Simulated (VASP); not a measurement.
# Se (Im-3m) in VASP: notebook

Runs on Se. Level: PBE. Tasks: single point.

Everything below comes from runs of VASP 6.6.1. Logs are shortened: lines on timing, memory, paths and dates and some standing lists are left out, and cuts for length are marked.

## (1) The cell of the first run

Symmetry: Im-3m, No. 229, cubic system. Conventional cell: a = 3.138 Å, b = 3.138 Å, c = 3.138 Å, α = 90.00°, β = 90.00°, γ = 90.00°. Within 3.6 Å of Se (site symmetry m-3m) lie 14 Se at 2.72 to 3.14 Å.

This isn't the form of Se at room conditions, which is trigonal, of chains.

## (2) Single point, PBE (15.46 Å³/atom)

INCAR reads:

```
SYSTEM = Se
ALGO = Normal
EDIFF = 1E-6
ENCUT = 520
GGA = PE
ISIF = 2
ISMEAR = 0
LASPH = .TRUE.
LCHARG = .TRUE.
LELF = .TRUE.
LREAL = .FALSE.
LVHAR = .TRUE.
LWAVE = .FALSE.
NBANDS = 9
NELM = 80
PREC = Accurate
SIGMA = 0.05
```

KPOINTS reads:

```
k-points
0
G
  20 20 20
  0 0 0
```

POSCAR reads:

```
Se
1.0
   -1.5691851746      1.5691851746      1.5691851746
    1.5691851746     -1.5691851746      1.5691851746
    1.5691851746      1.5691851746     -1.5691851746
Se
1
Direct
    0.0000000000      0.0000000000      0.0000000000
```

Potentials or basis: VASP PAW PBE potentials, release 64 (Se).

Launch:

```sh
$ cat potpaw_PBE.64/Se/POTCAR > POTCAR
$ mpirun -np 1 vasp_std > vasp.out
```

OUTCAR:

```text
SYSTEM = Se
   EDIFF = 1E-6
   ENCUT = 520
   GGA = PE
   ISIF = 2
   ISMEAR = 0
   LASPH = .TRUE.
   LREAL = .FALSE.
   NELM = 80
   PREC = Accurate

 ion  position               nearest neighbor table
   1  0.000  0.000  0.000-

  LATTYP: Found a body centered cubic cell.
 ALAT       =     3.1383703492

  Lattice vectors:

 A1 = (  -1.5691851746,   1.5691851746,   1.5691851746)
 A2 = (   1.5691851746,  -1.5691851746,   1.5691851746)
 A3 = (   1.5691851746,   1.5691851746,  -1.5691851746)

Analysis of symmetry for initial positions (statically):
=====================================================================
 Subroutine PRICEL returns:
 Original cell was already a primitive cell.

 Routine SETGRP: Setting up the symmetry group for a
 body centered cubic supercell.

 Subroutine GETGRP returns: Found 48 space group operations
 (whereof 48 operations were pure point group operations)
 out of a pool of 48 trial point group operations.

The static configuration has the point symmetry O_h .

Analysis of symmetry for dynamics (positions and initial velocities):
=====================================================================
 Subroutine PRICEL returns:
 Original cell was already a primitive cell.

 Routine SETGRP: Setting up the symmetry group for a
 body centered cubic supercell.

 Subroutine GETGRP returns: Found 48 space group operations
 (whereof 48 operations were pure point group operations)
 out of a pool of 48 trial point group operations.

The dynamic configuration has the point symmetry O_h .

 Subroutine INISYM returns: Found 48 space group operations
 (whereof 48 operations are pure point group operations),
 and found     1 'primitive' translations

----------------------------------------------------------------------------------------

                                     Primitive cell

  volume of cell :      15.4555

  direct lattice vectors                    reciprocal lattice vectors
    -1.569185175  1.569185175  1.569185175     0.000000000  0.318636709  0.318636709
     1.569185175 -1.569185175  1.569185175     0.318636709  0.000000000  0.318636709
     1.569185175  1.569185175 -1.569185175     0.318636709  0.318636709  0.000000000

[... 73 lines left out ...]
   ISTART =      0    job   : 0-new  1-cont  2-samecut
   ICHARG =      2    charge: 1-file 2-atom 10-const
   ISPIN  =      1    spin polarized calculation?
   LNONCOLLINEAR =      F non collinear calculations
   LSORBIT =      F    spin-orbit coupling
   LASPH  =      T    aspherical Exc in radial PAW
   ENCUT  =  520.0 eV  38.22 Ry    6.18 a.u.   5.05  5.05  5.05*2*pi/ulx,y,z
   NELM   =     80;   NELMIN=  2; NELMDL= -5     # of ELM steps
   EDIFF  = 0.1E-05   stopping-criterion for ELM
   LREAL  =      F    real-space projection
   EDIFFG = 0.1E-04   stopping-criterion for IOM
   NSW    =      0    number of steps for IOM
   IBRION =     -1    ionic relax: 0-MD 1-quasi-New 2-CG
   NFREE  =      0    steps in history (QN), initial steepest desc. (CG)
   ISIF   =      2    stress and relaxation
   ISYM   =      2    0-nonsym 1-usesym 2-fastsym
   POTIM  = 0.5000    time-step for ionic-motion
   TEBEG  =    0.0;   TEEND  =   0.0 temperature during run
   PSTRESS=    0.0 pullay stress
   NELECT =       6.0000    total number of electrons
   NUPDOWN=      -1.0000    fix difference up-down
   EMIN   =  10.00;   EMAX   =-10.00  energy-range for DOS
   EFERMI =   0.00;   METHOD = LEGACY
   ISMEAR =     0;   SIGMA  =   0.05  broadening in eV -4-tet -1-fermi 0-gaus
   EFERMI_NEDOS =   21; number of points for ismear=-14 and -15
   IALGO  =     38    algorithm
   IMIX   =      4    mixing-type and parameters
     AMIX     =   0.40;   BMIX     =  1.00
     AMIX_MAG =   1.60;   BMIX_MAG =  1.00
  volume/ion in A,a.u.               =      15.46       104.30
  Fermi-wavevector in a.u.,A,eV,Ry     =   1.194257  2.256818 19.405300  1.426249
  Thomas-Fermi vector in A             =   2.330251
   LORBIT       =      0    0 simple, 1 ext, 2 COOP (PROOUT), +10 PAW based schemes
   GGA     = PE    functional components
   LHFCALC =     F    Hartree Fock is set to
   AEXX    =    0.0000 exact exchange contribution
   IVDW    =     0    specifies the selected vdW correction
   LEPSILON=     F    determine dielectric tensor
   LRPA    =     F    only Hartree local field effects (RPA)
 non-spin polarized calculation
 Gauss-broadening in eV      SIGMA  =   0.05
  energy-cutoff  :      520.00
  volume of cell :       15.46
 maximum number of plane-waves:       429
   NGX = 11   NGY = 11   NGZ = 11

 number of electron       6.0000000 magnetization

 Free energy of the ion-electron system (eV)
  ---------------------------------------------------
  ext. energy  EPLUGINS =         0.00000000
  ---------------------------------------------------
  free energy    TOTEN  =        -2.46925148 eV

  energy without entropy =       -2.46831429  energy(sigma->0) =       -2.46878289

 E-fermi :   9.3644     XC(G=0): -11.8970

 val. band max:        9.3576959228   @ k =  -0.3000   0.3000   0.2000
 cond. band min:       9.3726828921   @ k =  -0.4500   0.4500   0.0500
 fundamental gap:      0.0149869692
 Fermi energy:         9.3644080810

 k-point     1 :       0.0000    0.0000    0.0000
  band No.  band energies     occupation
      1      -9.7190      2.00000
      2      13.9552      0.00000
      3      13.9552      0.00000
      4      13.9552      0.00000
      5      22.3784      0.00000
      6      22.3784      0.00000
      7      22.3784      0.00000
      8      24.8577      0.00000
      9      25.8094      0.00000
[... 265 lines left out ...]
 k-point    24 :       0.2500    0.1000    0.0000
  band No.  band energies     occupation
      1      -7.0330      2.00000
      2       5.1039      2.00000
      3       9.5328      0.00000
      4      12.0918      0.00000
      5      18.4190      0.00000
      6      19.8174      0.00000
      7      24.0292      0.00000
      8      28.2849      0.00000
      9      28.9043      0.00000

 [... further k-points ...]
[... 5 lines left out ...]
  --------------------------------------------------------------------------------------
  -------------------------------------------------------------------------------------
  Total        3.6049846      3.6049846      3.6049846      0.0000000      0.0000000      0.0000000
  in kB      373.7071600    373.7071600    373.7071600      0.0000000      0.0000000      0.0000000
  external PRESSURE =     373.7071600 kB  Pullay stress =       0.0000000 kB

 VOLUME and BASIS-vectors are now :
 -----------------------------------------------------------------------------
  energy-cutoff  :      520.00
  volume of cell :       15.46
      direct lattice vectors                 reciprocal lattice vectors
    -1.569185175  1.569185175  1.569185175     0.000000000  0.318636709  0.318636709
     1.569185175 -1.569185175  1.569185175     0.318636709  0.000000000  0.318636709
     1.569185175  1.569185175 -1.569185175     0.318636709  0.318636709  0.000000000

 POSITION                                       TOTAL-FORCE (eV/Angst)
 -----------------------------------------------------------------------------------
      0.00000      0.00000      0.00000         0.000000      0.000000     -0.000000
 -----------------------------------------------------------------------------------
    total drift:                                0.000000      0.000000     -0.000000

  FREE ENERGIE OF THE ION-ELECTRON SYSTEM (eV)
  ---------------------------------------------------
  free  energy   TOTEN  =        -2.4692514776 eV

  energy  without entropy=       -2.4683142928  energy(sigma->0) =       -2.46878289
```

OSZICAR:

```text
N       E                     dE             d eps       ncg     rms          rms(c)
DAV:   1     0.926688820234E+01    0.92669E+01   -0.31543E+03  4640   0.594E+02
DAV:   2    -0.224965555463E+01   -0.11517E+02   -0.11079E+02  6396   0.798E+01
DAV:   3    -0.246778318433E+01   -0.21813E+00   -0.21664E+00  5448   0.947E+00
DAV:   4    -0.246808566401E+01   -0.30248E-03   -0.30247E-03  6138   0.369E-01
DAV:   5    -0.246808578266E+01   -0.11865E-06   -0.11874E-06  5332   0.688E-03    0.555E+00
DAV:   6    -0.246866831224E+01   -0.58253E-03   -0.28307E-04  5419   0.137E-01    0.333E+00
DAV:   7    -0.246923875870E+01   -0.57045E-03   -0.69718E-04  5025   0.213E-01    0.322E-02
DAV:   8    -0.246925033304E+01   -0.11574E-04   -0.92411E-06  6446   0.261E-02    0.112E-02
DAV:   9    -0.246925145821E+01   -0.11252E-05   -0.10549E-06  4642   0.926E-03    0.589E-04
DAV:  10    -0.246925147759E+01   -0.19378E-07   -0.73948E-09  2574   0.776E-04
   1 F= -.24692515E+01 E0= -.24687829E+01  d E =-.937185E-03
```

Run time: 15 s. Hardware: 1 thread of Intel Xeon Platinum 8488C (Sapphire Rapids), shared host; peak memory 0.15 GiB.

Results:

```yaml
Free_energy: -2.4693 eV
Pressure: 37.4 GPa
Band_gap_on_the_k_mesh: zero (bands 3 and 4 overlap by 10.12 eV)
```

Caveat: the cell stands under pressure.

## (3) Single point, PBE (21.15 Å³/atom)

This run uses another cell than the first one, of 21.15 Å³/atom.

INCAR reads:

```
PREC = Accurate
ENCUT = 520
EDIFF = 1E-7
ISMEAR = 0
SIGMA = 0.05
LREAL = F
LASPH = T
NELM = 100
ALGO = Normal
ISIF = 2
LWAVE = F
LCHARG = F
GGA = PE
NBANDS = 9
```

KPOINTS reads:

```
regular mesh
0
Gamma
  18 18 18
```

POSCAR reads:

```
Se
1.0
   -1.7421308792      1.7421308792      1.7421308792
    1.7421308792     -1.7421308792      1.7421308792
    1.7421308792      1.7421308792     -1.7421308792
Se
1
Direct
    0.0000000000      0.0000000000      0.0000000000
```

Potentials or basis: VASP PAW PBE potentials, release 64 (Se).

Launch:

```sh
$ cat potpaw_PBE.64/Se/POTCAR > POTCAR
$ mpirun -np 1 vasp_std > vasp.out
```

OUTCAR:

```text
PREC = Accurate
   ENCUT = 520
   EDIFF = 1E-7
   ISMEAR = 0
   LREAL = F
   LASPH = T
   NELM = 100
   ISIF = 2
   GGA = PE

 ion  position               nearest neighbor table
   1  0.000  0.000  0.000-

  LATTYP: Found a body centered cubic cell.
 ALAT       =     3.4842617584

  Lattice vectors:

 A1 = (  -1.7421308792,   1.7421308792,   1.7421308792)
 A2 = (   1.7421308792,  -1.7421308792,   1.7421308792)
[... 465 lines left out ...]
      7      20.0400      0.00000
      8      22.0446      0.00000
      9      24.3409      0.00000

 [... further k-points ...]

------------------------ aborting loop because EDIFF is reached ----------------------------------------

  FORCE on cell =-STRESS in cart. coord.  units (eV):
  Direction    XX          YY          ZZ          XY          YZ          ZX
  --------------------------------------------------------------------------------------
  -------------------------------------------------------------------------------------
  Total       -0.3300732     -0.3300732     -0.3300732      0.0000000      0.0000000     -0.0000000
  in kB      -25.0045193    -25.0045193    -25.0045193      0.0000000      0.0000000     -0.0000000
  external PRESSURE =     -25.0045193 kB  Pullay stress =       0.0000000 kB

 VOLUME and BASIS-vectors are now :
 -----------------------------------------------------------------------------
  energy-cutoff  :      520.00
  volume of cell :       21.15
      direct lattice vectors                 reciprocal lattice vectors
    -1.742130879  1.742130879  1.742130879     0.000000000  0.287004843  0.287004843
     1.742130879 -1.742130879  1.742130879     0.287004843  0.000000000  0.287004843
     1.742130879  1.742130879 -1.742130879     0.287004843  0.287004843  0.000000000

 POSITION                                       TOTAL-FORCE (eV/Angst)
 -----------------------------------------------------------------------------------
      0.00000      0.00000      0.00000         0.000000     -0.000000      0.000000
 -----------------------------------------------------------------------------------
    total drift:                                0.000000     -0.000000      0.000000

  FREE ENERGIE OF THE ION-ELECTRON SYSTEM (eV)
  ---------------------------------------------------
  free  energy   TOTEN  =        -2.9141085780 eV

  energy  without entropy=       -2.9131548015  energy(sigma->0) =       -2.91363169
```

OSZICAR:

```text
N       E                     dE             d eps       ncg     rms          rms(c)
DAV:   1     0.938208393794E+01    0.93821E+01   -0.28657E+03  3534   0.570E+02
DAV:   2    -0.261817012436E+01   -0.12000E+02   -0.11585E+02  4794   0.758E+01
DAV:   3    -0.291341858925E+01   -0.29525E+00   -0.29232E+00  4186   0.105E+01
DAV:   4    -0.291399095511E+01   -0.57237E-03   -0.57231E-03  4808   0.518E-01
DAV:   5    -0.291399135308E+01   -0.39797E-06   -0.39810E-06  4121   0.120E-02    0.281E+00
DAV:   6    -0.291342173090E+01    0.56962E-03   -0.32742E-03  4014   0.307E-01    0.165E+00
DAV:   7    -0.291408138487E+01   -0.65965E-03   -0.54801E-03  3879   0.407E-01    0.777E-02
DAV:   8    -0.291410818931E+01   -0.26804E-04   -0.16317E-04  3892   0.761E-02    0.978E-03
DAV:   9    -0.291410856735E+01   -0.37804E-06   -0.16341E-06  4710   0.983E-03    0.582E-03
DAV:  10    -0.291410857796E+01   -0.10607E-07   -0.70706E-07  4124   0.524E-03
   1 F= -.29141086E+01 E0= -.29136317E+01  d E =-.953776E-03
```

It took 12 s on 1 thread of Intel Xeon Platinum 8488C (Sapphire Rapids), shared host; peak memory 0.16 GiB.

Results:

```
Free energy            : -2.9141 eV
Pressure               : -2.5 GPa
Band gap on the k mesh : zero (bands 3 and 4 overlap by 5.83 eV)
```

## (4) Single point, PBE (16.27 Å³/atom)

This run uses another cell than the first one, of 16.27 Å³/atom.

INCAR reads:

```
SYSTEM = Se
PREC = Accurate ; ENCUT = 520
EDIFF = 1E-7 ; ISMEAR = 0
SIGMA = 0.05 ; LREAL = .False.
LASPH = .True. ; NELM = 80
ALGO = Normal ; ISIF = 2
LWAVE = .False. ; LCHARG = .False.
GGA = PE ; NBANDS = 9
```

KPOINTS reads:

```
Automatic mesh
0
Gamma
  20 20 20
  0 0 0
```

POSCAR reads:

```
Se
1.0
   -1.5962454092      1.5962454092      1.5962454092
    1.5962454092     -1.5962454092      1.5962454092
    1.5962454092      1.5962454092     -1.5962454092
Se
1
Direct
    0.0000000000      0.0000000000      0.0000000000
```

Launch:

```sh
$ cat potpaw_PBE.64/Se/POTCAR > POTCAR
$ mpirun -np 1 vasp_std > vasp.out
```

Wall time 16 s (1 thread of Intel Xeon Platinum 8488C (Sapphire Rapids), shared host); peak memory 0.16 GiB.

It converged, with:

```
Free energy            : -2.6321 eV
Pressure               : 27.2 GPa
Band gap on the k mesh : zero (bands 3 and 4 overlap by 9.39 eV)
```

Levels at points of the mesh, in eV from the Fermi level:
| k point | band 1 | band 2 | band 3 | band 4 | band 5 | band 6 | band 7 |
| --- | --- | --- | --- | --- | --- | --- | --- |
| (0.00, 0.00, 0.00) | -18.46 | 4.23 | 4.23 | 4.23 | 12.88 | 12.88 | 12.88 |
| (0.50, 0.00, 0.00) | -13.50 | -8.70 | 0.13 | 2.79 | 7.12 | 7.99 | 18.73 |
| (0.50, 0.50, 0.50) | -9.75 | -4.23 | -4.23 | -4.23 | 2.90 | 2.90 | 25.07 |

Caveat: the cell stands under pressure.

## (5) Single point, PBE (17.08 Å³/atom)

This run uses another cell than the first one, of 17.08 Å³/atom.

INCAR reads:

```
SYSTEM = Se
  PREC = Accurate
  ENCUT = 520
  EDIFF = 1E-7
  ISMEAR = 0
  SIGMA = 0.05
  LREAL = .FALSE.
  LASPH = .TRUE.
  NELM = 100
  ALGO = Normal
  ISIF = 2
  LWAVE = .FALSE.
  LCHARG = .FALSE.
  GGA = PE
  NBANDS = 9
```

KPOINTS reads:

```
Automatic mesh
0
G
  20 20 20
  0 0 0
```

POSCAR reads:

```
Se
1.0
   -1.6224180185      1.6224180185      1.6224180185
    1.6224180185     -1.6224180185      1.6224180185
    1.6224180185      1.6224180185     -1.6224180185
Se
1
Direct
    0.0000000000      0.0000000000      0.0000000000
```

Launch:

```sh
$ cat potpaw_PBE.64/Se/POTCAR > POTCAR
$ mpirun -np 1 vasp_std > vasp.out
```

Wall time 15 s (1 thread of Intel Xeon Platinum 8488C (Sapphire Rapids), shared host); peak memory 0.16 GiB.

It converged, with:

- Free energy: -2.7491 eV
- Pressure: 19.2 GPa
- Band gap on the k mesh: zero (bands 3 and 4 overlap by 8.73 eV)

Levels at points of the mesh, in eV from the Fermi level:
```
           k point  band 1  band 2  band 3  band 4  band 5  band 6  band 7  band 8
(0.00, 0.00, 0.00)  -17.90    3.92    3.92    3.92   12.77   12.77   12.77   13.70
(0.50, 0.00, 0.00)  -13.31   -8.21    0.10    2.64    7.06    8.07   18.40   19.41
(0.50, 0.50, 0.50)   -9.91   -3.99   -3.99   -3.99    3.18    3.18   24.49   24.49
```

Caveat: the cell stands under pressure.

## (6) Summary

| cell | k mesh | gap on the mesh (eV) | pressure (GPa) |
| --- | --- | --- | --- |
| a = 2.718 Å, angles 109.5°, 1 atom | 20 × 20 × 20 | none | 37.4 |
| a = 3.017 Å, angles 109.5°, 1 atom | 18 × 18 × 18 | none | -2.5 |
| a = 2.765 Å, angles 109.5°, 1 atom | 20 × 20 × 20 | none | 27.2 |
| a = 2.810 Å, angles 109.5°, 1 atom | 20 × 20 × 20 | none | 19.2 |

Alike in all rows: task single point; level PBE; potentials or basis VASP PAW PBE potentials, release 64 (Se); no spin polarisation; cutoff (eV) 520; smearing gaussian 0.05 eV.

Caveats: the cell stands under pressure (at least some runs).

Absolute energies hang on the potentials; compare differences alone.
